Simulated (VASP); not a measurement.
Input of a VASP 6.6.1 run:

INCAR

```
SYSTEM = Ti3H
PREC = Accurate ; ENCUT = 520
EDIFF = 1E-7 ; ISMEAR = 0
SIGMA = 0.1 ; LREAL = .FALSE.
LASPH = .TRUE. ; NELM = 60
ALGO = Normal ; ISIF = 2
LWAVE = .FALSE. ; LCHARG = .TRUE.
LDIPOL = .TRUE. ; IDIPOL = 3
DIPOL = 0.5 0.5 0.330 ; GGA = PE
LELF = .TRUE. ; LVHAR = .TRUE.
LVACPOTAV = .TRUE. ; NBANDS = 26
```

Contents of KPOINTS:

```
regular mesh
0
G
  10 10 1
  0 0 0
```

The input POSCAR:

```
Ti3H
1.0
    2.8193504947      0.0000000000      0.0000000000
   -0.9397834982      2.6581091378      0.0000000000
    0.0000000000      0.0000000000     21.3259744853
Ti H
3 1
Direct
    0.5000000000      0.5000000000      0.1875646997
    0.0000000000      0.0000000000      0.2892724347
    0.5000000000      0.5000000000      0.3904147260
    0.5000000000      0.5000000000      0.4518421651
```

Potentials or basis: VASP PAW PBE potentials, release 64 (Ti_sv, H).

The run is started by

```sh
$ cat potpaw_PBE.64/Ti_sv/POTCAR potpaw_PBE.64/H/POTCAR > POTCAR
$ mpirun -np 1 vasp_std > vasp.out
```

**Question.** Estimate the band gap on the k mesh.

**Answer.** Zero (an odd number of electrons rules out a gap without spin polarisation).

**Question.** What does it give for the largest force?

**Answer.** 9.141 eV/Å.

Forces in eV/Å, atoms in the order of the input:
```
Ti   0.000  0.000  0.124
Ti   0.000  0.000 -0.536
Ti   0.000  0.000 -8.729
H    0.000  0.000  9.141
```
